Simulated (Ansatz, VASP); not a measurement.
Lu2Al in VASP and in Ansatz

Contents of INCAR:

```
PREC = Accurate
ENCUT = 600
EDIFF = 1E-6
ISMEAR = 0
SIGMA = 0.1
LREAL = F
LASPH = T
NELM = 100
ALGO = Normal
ISIF = 3
LWAVE = F
LCHARG = F
GGA = PE
IBRION = 2
NSW = 100
EDIFFG = -0.01
```

Contents of KPOINTS:

```
regular mesh
0
Gamma
  12 12 12
```

Contents of POSCAR:

```
Lu2Al
1.0
    0.0000000000      3.4941240069      3.4941240069
    3.4941240069      0.0000000000      3.4941240069
    3.4941240069      3.4941240069      0.0000000000
Lu Al
2 1
Direct
    0.2500000000      0.2500000000      0.2500000000
    0.7500000000      0.7500000000      0.7500000000
    0.0000000000      0.0000000000      0.0000000000
```

Input for Ansatz:

```yaml
crystal:
  lattice:
    - [0.0, 3.4941240069, 3.4941240069]
    - [3.4941240069, 0.0, 3.4941240069]
    - [3.4941240069, 3.4941240069, 0.0]
  atoms:
    - { symbol: Lu, position: [0.25, 0.25, 0.25] }
    - { symbol: Lu, position: [0.75, 0.75, 0.75] }
    - { symbol: Al, position: [0.0, 0.0, 0.0] }
basis:
  ecutwfc: 420
kpoints:
  mp_grid: { grid: [12, 12, 12] }
hamiltonian:
  xc: pbe
scf:
  occupations: { method: gaussian, width: 0.1 }
output:
  forces: true
  stress: true
  eigenvalues: true
relax:
  adjacent_minimum: "off"
  f_tol: 0.01
  max_steps: 80
  cell: { stress_tol: 0.05 }
```

Alike in both runs: task relaxation of cell and atoms; functional PBE; k mesh 12 × 12 × 12; occupations gaussian, width 0.1 eV; no spin polarisation.

|  | VASP | Ansatz |
| --- | --- | --- |
| version | VASP 6.6.1 | Ansatz 0.2.0 |
| potentials or method | VASP PAW PBE potentials, release 64 (Lu, Al), cutoff 600 eV | scalar-relativistic, plane waves, PAW |
| valence electrons in the cell | 53 | 53 |

```tsv
	VASP	Ansatz	Ansatz less VASP
gap on the k mesh at the Fermi level, each at its own relaxed structure (eV)	none	none	-
relaxed volume (Å³/atom)	28.61	28.51	-0.099
relaxed length of the cell vector where the two differ most in proportion (Å)	4.952	4.946	-0.0057
```

A gap of «none» marks a metal or a gap that the smearing closes.

Neither program's run includes spin-orbit coupling.
